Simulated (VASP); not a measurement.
# CdF2 (Fm-3m) in VASP: a series of runs

Runs on CdF2. Level: PBEsol. Tasks: relaxation of cell and atoms.

Program: VASP 6.6.1. These are calculated values, not measurements. Logs are shortened: lines on timing, memory, paths and dates and some standing lists are left out, and cuts for length are marked.

## 1. The cell of the first run

Symmetry: Fm-3m, No. 225, cubic system. Conventional cell: a = 5.384 Å, b = 5.384 Å, c = 5.384 Å, α = 90.00°, β = 90.00°, γ = 90.00°. Cd (site symmetry m-3m) has 8 F at 2.33 Å within 3.1 Å. F (site symmetry -43m) has 4 Cd at 2.33 Å and 6 F at 2.69 Å within 3.1 Å.

## 2. Relaxation of cell and atoms, PBEsol, target pressure 7 GPa, at which the enthalpy is minimised

The input, INCAR:

```
  PREC = Accurate
  ENCUT = 600
  EDIFF = 1E-6
  ISMEAR = 0
  SIGMA = 0.01
  LREAL = F
  LASPH = T
  NELM = 80
  ALGO = Normal
  ISIF = 3
  LWAVE = F
  LCHARG = F
  GGA = PS
  IBRION = 2
  NSW = 100
  EDIFFG = -0.002
  PSTRESS = 70.0
```

The input, KPOINTS:

```
regular mesh
0
Gamma
  8 8 8
```

The input, POSCAR:

```
CdF2
1.0
    2.6921155975      2.6921155975      0.0000000000
   -2.6921155975      2.6921155975      0.0000000000
    0.0000000000      2.6921155975      2.6921155975
Cd F
1 2
Direct
    0.0000000000      0.0000000000      0.0000000000
    0.2500000000      0.7500000000      0.5000000000
    0.7500000000      0.2500000000      0.5000000000
```

Potentials or basis: VASP PAW PBE potentials, release 64 (Cd, F).

The run is started by

```bash
$ cat potpaw_PBE.64/Cd/POTCAR potpaw_PBE.64/F/POTCAR > POTCAR
$ mpirun -np 1 vasp_std > vasp.out
```

OUTCAR:

```text
PREC = Accurate
   ENCUT = 600
   EDIFF = 1E-6
   ISMEAR = 0
   LREAL = F
   LASPH = T
   NELM = 80
   ISIF = 3
   GGA = PS
   IBRION = 2
   NSW = 100
   EDIFFG = -0.002
   PSTRESS = 70.0

 ion  position               nearest neighbor table
   1  0.000  0.000  0.000-   3 2.33   2 2.33   2 2.33   3 2.33   2 2.33   3 2.33   3 2.33   2 2.33

   2  0.250  0.750  0.500-   1 2.33   1 2.33   1 2.33   1 2.33
   3  0.750  0.250  0.500-   1 2.33   1 2.33   1 2.33   1 2.33

  LATTYP: Found a face centered cubic cell.
 ALAT       =     5.3842311950

  Lattice vectors:

 A1 = (   0.0000000000,   2.6921155975,   2.6921155975)
 A2 = (   2.6921155975,   0.0000000000,   2.6921155975)
 A3 = (   2.6921155975,   2.6921155975,   0.0000000000)

Analysis of symmetry for initial positions (statically):
=====================================================================
 Subroutine PRICEL returns:
 Original cell was already a primitive cell.

 Routine SETGRP: Setting up the symmetry group for a
 face centered cubic supercell.

 Subroutine GETGRP returns: Found 48 space group operations
 (whereof 48 operations were pure point group operations)
 out of a pool of 48 trial point group operations.

The static configuration has the point symmetry O_h .

Analysis of symmetry for dynamics (positions and initial velocities):
=====================================================================
 Subroutine PRICEL returns:
 Original cell was already a primitive cell.

 Routine SETGRP: Setting up the symmetry group for a
 face centered cubic supercell.

 Subroutine GETGRP returns: Found 48 space group operations
 (whereof 48 operations were pure point group operations)
 out of a pool of 48 trial point group operations.

The dynamic configuration has the point symmetry O_h .

 Subroutine INISYM returns: Found 48 space group operations
 (whereof 48 operations are pure point group operations),
 and found     1 'primitive' translations

----------------------------------------------------------------------------------------

                                     Primitive cell

  volume of cell :      39.0221

  direct lattice vectors                    reciprocal lattice vectors
     2.692115597  2.692115597  0.000000000     0.185727537  0.185727537 -0.185727537
    -2.692115597  2.692115597  0.000000000    -0.185727537  0.185727537 -0.185727537
     0.000000000  2.692115597  2.692115597     0.000000000  0.000000000  0.371455075

  length of vectors
     3.807226389  3.807226389  3.807226389     0.321689531  0.321689531  0.371455075

  position of ions in fractional coordinates (direct lattice)
     0.000000000  0.000000000  0.000000000
     0.250000000  0.750000000  0.500000000
     0.750000000  0.250000000  0.500000000

  ion indices of the primitive-cell ions
   primitive index   ion index
                 1           1
                 2           2
                 3           3

----------------------------------------------------------------------------------------

 KPOINTS: regular mesh

Automatic generation of k-mesh.
 Grid dimensions read from file:
 generate k-points for:    8    8    8

 Generating k-lattice:

  Cartesian coordinates                     Fractional coordinates (reciprocal lattice)
     0.023215942  0.023215942 -0.023215942     0.125000000  0.000000000  0.000000000
    -0.023215942  0.023215942 -0.023215942     0.000000000  0.125000000  0.000000000
     0.000000000  0.000000000  0.046431884     0.000000000  0.000000000  0.125000000

  Length of vectors
     0.040211191  0.040211191  0.046431884

  Shift w.r.t. Gamma in fractional coordinates (k-lattice)
     0.000000000  0.000000000  0.000000000

 Subroutine IBZKPT returns following result:
 ===========================================

 Found     29 irreducible k-points:

 Following reciprocal coordinates:
            Coordinates               Weight
  0.000000  0.000000  0.000000      1.000000
  0.125000  0.000000  0.000000      8.000000
  0.250000  0.000000  0.000000      8.000000
  0.375000  0.000000  0.000000      8.000000
  0.500000  0.000000  0.000000      4.000000
  0.125000  0.125000  0.000000     12.000000
[... 16 lines left out ...]
  0.375000  0.250000  0.125000     48.000000
  0.500000  0.250000  0.125000     24.000000
 [... further k-points ...]
   k-points           NKPTS =     29   k-points in BZ     NKDIM =     29   number of bands    NBANDS=     17
   number of dos      NEDOS =    301   number of ions     NIONS =      3
   total plane-waves  NPLWV =  27000
   dimension x,y,z NGX =    30 NGY =   30 NGZ =   30
   dimension x,y,z NGXF=    60 NGYF=   60 NGZF=   60
   ions per type =               1   2
   NGX,Y,Z   is equivalent  to a cutoff of  13.10, 13.10, 13.10 a.u.
   NGXF,Y,Z  is equivalent  to a cutoff of  26.20, 26.20, 26.20 a.u.
 SYSTEM =  unknown system
   PREC   = accura    normal or accurate (medium, high low for compatibility)
   ISTART =      0    job   : 0-new  1-cont  2-samecut
   ICHARG =      2    charge: 1-file 2-atom 10-const
   ISPIN  =      1    spin polarized calculation?
   LNONCOLLINEAR =      F non collinear calculations
   LSORBIT =      F    spin-orbit coupling
   LASPH  =      T    aspherical Exc in radial PAW
   ENCUT  =  600.0 eV  44.10 Ry    6.64 a.u.   7.60  7.60  7.60*2*pi/ulx,y,z
   NELM   =     80;   NELMIN=  2; NELMDL= -5     # of ELM steps
   EDIFF  = 0.1E-05   stopping-criterion for ELM
   LREAL  =      F    real-space projection
   EDIFFG = -.2E-02   stopping-criterion for IOM
   NSW    =    100    number of steps for IOM
   IBRION =      2    ionic relax: 0-MD 1-quasi-New 2-CG
   NFREE  =      1    steps in history (QN), initial steepest desc. (CG)
   ISIF   =      3    stress and relaxation
   ISYM   =      2    0-nonsym 1-usesym 2-fastsym
   POTIM  = 0.5000    time-step for ionic-motion
   TEBEG  =    0.0;   TEEND  =   0.0 temperature during run
   PSTRESS=   70.0 pullay stress
   NELECT =      26.0000    total number of electrons
   NUPDOWN=      -1.0000    fix difference up-down
   EMIN   =  10.00;   EMAX   =-10.00  energy-range for DOS
   EFERMI =   0.00;   METHOD = LEGACY
   ISMEAR =     0;   SIGMA  =   0.01  broadening in eV -4-tet -1-fermi 0-gaus
   EFERMI_NEDOS =   21; number of points for ismear=-14 and -15
   IALGO  =     38    algorithm
   IMIX   =      4    mixing-type and parameters
     AMIX     =   0.40;   BMIX     =  1.00
     AMIX_MAG =   1.60;   BMIX_MAG =  1.00
  volume/ion in A,a.u.               =      13.01        87.78
  Fermi-wavevector in a.u.,A,eV,Ry     =   1.429867  2.702056 27.817370  2.044519
  Thomas-Fermi vector in A             =   2.549774
   LORBIT       =      0    0 simple, 1 ext, 2 COOP (PROOUT), +10 PAW based schemes
   GGA     = PS    functional components
   LHFCALC =     F    Hartree Fock is set to
   AEXX    =    0.0000 exact exchange contribution
   IVDW    =     0    specifies the selected vdW correction
   LEPSILON=     F    determine dielectric tensor
   LRPA    =     F    only Hartree local field effects (RPA)
 conjugate gradient relaxation of ions
 non-spin polarized calculation
 Gauss-broadening in eV      SIGMA  =   0.01
  energy-cutoff  :      600.00
  volume of cell :       39.02
 maximum number of plane-waves:      1316
   NGX = 15   NGY = 15   NGZ = 15

--------------------------------------- Ionic step        1  -------------------------------------------

 number of electron      25.9999978 magnetization

 Free energy of the ion-electron system (eV)
  ---------------------------------------------------
  ext. energy  EPLUGINS =         0.00000000
  ---------------------------------------------------
  free energy    TOTEN  =       -11.59625127 eV

  energy without entropy =      -11.59625127  energy(sigma->0) =      -11.59625127

------------------------ aborting loop because EDIFF is reached ----------------------------------------

  FORCE on cell =-STRESS in cart. coord.  units (eV):
  Direction    XX          YY          ZZ          XY          YZ          ZX
  --------------------------------------------------------------------------------------
  -------------------------------------------------------------------------------------
  Total        0.1557275      0.1557275      0.1557275     -0.0000000      0.0000000      0.0000000
  in kB        6.3938834      6.3938834      6.3938834     -0.0000000      0.0000000      0.0000000
  external PRESSURE =     -63.6061166 kB  Pullay stress =      70.0000000 kB
[... 63 lines left out ...]
  enthalpy is  TOTEN    =        -9.9208577246 eV   P V=        1.5806289935

--------------------------------------- Ionic step        3  -------------------------------------------

 number of electron      26.0000015 magnetization

 Free energy of the ion-electron system (eV)
  ---------------------------------------------------
  ext. energy  EPLUGINS =         0.00000000
  ---------------------------------------------------
  free energy    TOTEN  =       -11.55245802 eV

  energy without entropy =      -11.55245802  energy(sigma->0) =      -11.55245802

 E-fermi :  -0.9136     XC(G=0): -11.0050

 val. band max:       -1.0297682406   @ k =   0.5000   0.5000   0.2500
 cond. band min:       2.0544768769   @ k =   0.0000   0.0000   0.0000
 fundamental gap:      3.0842451175
 Fermi energy:        -0.9136293910

 k-point     1 :       0.0000    0.0000    0.0000
  band No.  band energies     occupation
      1     -22.0631      2.00000
      2     -20.7668      2.00000
      3      -6.8573      2.00000
      4      -6.8573      2.00000
      5      -6.8573      2.00000
      6      -5.3563      2.00000
[... 9 lines left out ...]
     16      11.7068      0.00000
     17      11.7068      0.00000
[... 443 lines left out ...]
      1     -21.4000      2.00000
      2     -21.3526      2.00000
      3      -6.3545      2.00000
      4      -6.1868      2.00000
      5      -5.4906      2.00000
      6      -5.4240      2.00000
[... 9 lines left out ...]
     16      12.1542      0.00000
     17      13.1139      0.00000

 [... further k-points ...]

------------------------ aborting loop because EDIFF is reached ----------------------------------------

  FORCE on cell =-STRESS in cart. coord.  units (eV):
  Direction    XX          YY          ZZ          XY          YZ          ZX
  --------------------------------------------------------------------------------------
  -------------------------------------------------------------------------------------
  Total        1.6227425      1.6227425      1.6227425      0.0000000      0.0000000     -0.0000000
  in kB       70.0809205     70.0809205     70.0809205      0.0000000      0.0000000     -0.0000000
  external PRESSURE =       0.0809205 kB  Pullay stress =      70.0000000 kB
[... 18 lines left out ...]
  FREE ENERGIE OF THE ION-ELECTRON SYSTEM (eV)
  ---------------------------------------------------
  free  energy   TOTEN  =       -11.5524580169 eV

  energy  without entropy=      -11.5524580169  energy(sigma->0) =      -11.55245802

  enthalpy is  TOTEN    =        -9.9315892228 eV   P V=        1.6208687941

 reached required accuracy - stopping structural energy minimisation
```

It took 54 s on 1 thread of Intel Xeon Platinum 8375C at 2.90GHz (Ice Lake), shared host; peak memory 0.18 GiB.

What came out:

- Free energy: -11.5525 eV
- Relaxed volume: 12.37 Å³/atom
- Relaxed cell: a = 3.744 Å, b = 3.744 Å, c = 3.744 Å, α = 60.00°, β = 60.00°, γ = 90.00°
- Space group after relaxing (to 0.1 Å): Fm-3m (No. 225)
- Energy change on relaxing (the run minimises the enthalpy): +14.6 meV/atom
- Ionic steps: 3
- Pressure after relaxing: 7.0 GPa
- Band gap on the k mesh: 3.08 eV (least direct gap 3.50 eV)

Step by step:
| step | energy change (eV) | largest force (eV/Å) | pressure (GPa) | volume (Å³) |
| --- | --- | --- | --- | --- |
| 1 | 0.0000 | 0.0000 | 0.64 | 39.02 |
| 2 | 0.0948 | 0.0000 | 10.84 | 36.18 |
| 3 | 0.0438 | 0.0000 | 7.01 | 37.10 |

Final structure:
```
Cd F
1.0
     2.64714    2.64714    0.00000
    -2.64714    2.64714    0.00000
     0.00000    2.64714    2.64714
Cd F
1 2
Cartesian
  0.0000 0.0000 0.0000
  -1.3236 3.9707 1.3236
  1.3236 3.9707 1.3236
```

Levels at points of the mesh, in eV from the valence-band top:
```csv
k point,band 10,band 11,band 12,band 13,band 14,band 15,band 16,band 17
"(0.00, 0.00, 0.00)",-1.14,-0.42,-0.42,-0.42,3.08,12.74,12.74,12.74
"(0.50, 0.00, 0.00)",-2.09,-2.09,-0.35,-0.35,7.45,9.13,14.77,14.77
"(0.50, 0.50, 0.00)",-3.16,-0.62,-0.10,-0.10,8.31,9.75,11.78,14.58
```

Caveat: the cell is relaxed towards a set pressure, so the run minimises the enthalpy, not the energy; the PAW data sets were made with another functional, which shifts forces and pressure a little.

(Part 1 of 2 ends here.)
